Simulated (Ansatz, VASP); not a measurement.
# One calculation of La, two programs

```
CELL_PARAMETERS angstrom
3.78337 0.00000 0.00000
-1.89169 3.27649 0.00000
0.00000 0.00000 6.10902
ATOMIC_POSITIONS crystal
La 0.33333 0.66667 0.25000
La 0.66667 0.33333 0.75000
```

Alike in both runs: functional PBE; k mesh 10 × 10 × 5; occupations fermi-dirac, width 0.1 eV; no spin polarisation.

Ansatz relaxed the structure, and its values are those at the end. VASP's run is a single point on that final structure, the one shown.

|  | VASP | Ansatz |
| --- | --- | --- |
| version | VASP 6.6.1 | Ansatz 0.2.0 |
| potentials or method | VASP PAW PBE potentials, release 64 (La), cutoff 520 eV | plane waves (420 eV) with PAW, scalar-relativistic |
| valence electrons in the cell | 22 | 22 |

```csv
,VASP,Ansatz,Ansatz less VASP
pressure (GPa),0.1,0.0,-0.09
```

With one functional, cell and mesh, what is left measures potentials, basis and numerics.

Neither program's run includes spin-orbit coupling.
